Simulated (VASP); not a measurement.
Input of a VASP 6.6.1 run:

The input INCAR:

```
SYSTEM = Mg3Te
PREC = Accurate
ENCUT = 520
EDIFF = 1E-7
ISMEAR = 0
SIGMA = 0.1
LREAL = .FALSE.
LASPH = .TRUE.
NELM = 80
ALGO = Fast
ISIF = 2
LWAVE = .FALSE.
LCHARG = .FALSE.
GGA = PE
NBANDS = 14
```

File KPOINTS:

```
regular mesh
0
G
  14 14 14
  0 0 0
```

File POSCAR:

```
Mg3Te
1.0
   -2.1632352576      2.1632352576      5.4206778861
    2.1632352576     -2.1632352576      5.4206778861
    2.1632352576      2.1632352576     -5.4206778861
Mg Te
3 1
Direct
    0.5000000000      0.5000000000      0.0000000000
    0.7500000000      0.2500000000      0.5000000000
    0.2500000000      0.7500000000      0.5000000000
    0.0000000000      0.0000000000      0.0000000000
```

Potentials or basis: VASP PAW PBE potentials, release 64 (Mg, Te).

Launch:

```bash
$ cat potpaw_PBE.64/Mg/POTCAR potpaw_PBE.64/Te/POTCAR > POTCAR
$ mpirun -np 1 vasp_std > vasp.out
```

(1) What does it give for the pressure?

(2) Predict the band gap on the k mesh.

Results:

(1) -1.5 GPa.

(2) zero (bands 6 and 7 overlap by 1.64 eV).

Caveat: the cell differs from its parent crystal (strained); spin-orbit coupling is left out, which moves the levels of the heavy elements.
